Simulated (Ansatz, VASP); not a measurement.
BN: VASP beside Ansatz

```
CELL_PARAMETERS angstrom
2.49881 0.00000 0.00000
-1.24940 2.16403 0.00000
0.00000 0.00000 6.60032
ATOMIC_POSITIONS crystal
B 0.33333 0.66667 0.25000
B 0.66667 0.33333 0.75000
N 0.33333 0.66667 0.75000
N 0.66667 0.33333 0.25000
```

Alike in both runs: functional r2SCAN; dispersion D4; k mesh 12 × 12 × 4; no spin polarisation.

Ansatz relaxed the structure, and its values are those at the end. VASP's run is a single point on that final structure, the one shown.

```csv
,VASP,Ansatz
version,VASP 6.6.1,Ansatz 0.2.0
potentials or method,"VASP PAW PBE potentials, release 64 (B, N), cutoff 520 eV","plane waves, PAW"
occupations,"methfessel-paxton of order 1, width 0.05 eV","cold, width 0.05 eV"
valence electrons in the cell,16,16
```

|  | VASP | Ansatz | Ansatz less VASP |
| --- | --- | --- | --- |
| pressure (GPa) | 0.4 | 0.0 | -0.40 |

VASP's potentials were made for PBE, not for r2SCAN.
